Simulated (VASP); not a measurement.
Runs of VASP 6.6.1 on Ba. The structure is that of space group R-3m (No. 166), or close to it. The cells are those of the table. 

| cell | further INCAR settings | gap on the mesh (eV) | pressure (GPa) |
| --- | --- | --- | --- |
| a = 4.012 Å, angles 101.4°, 1 atom | ALGO = Fast; EDIFF = 1e-06; NBANDS = 11 | none | -0.9 |
| a = 3.940 Å, angles 95.9°, 1 atom | ALGO = Fast; EDIFF = 1e-06; NBANDS = 11 | none | (a) |
| a = 4.120 Å, angles 105.7°, 1 atom | ALGO = Fast; EDIFF = 1e-06; NBANDS = 11 | none | -0.9 |
| a = 4.028 Å, angles 75.7°, 1 atom | ALGO = Fast; EDIFF = 1e-07; NBANDS = 11 | none | -0.7 |

Alike in all rows: task single point; level LDA; potentials or basis VASP PAW LDA potentials, release 64 (Ba_sv); no spin polarisation; k mesh 14 × 14 × 14; cutoff (eV) 520; smearing gaussian 0.15 eV.

Problem. Fill in the values left out.

Solution. (a) -1.0.

Caveats: spin-orbit coupling is left out, which moves the levels of the heavy elements.

A k mesh can miss the band edges, and the runs leave out spin-orbit coupling on Ba.

A gap of «none» marks levels without a gap at the run's occupations.
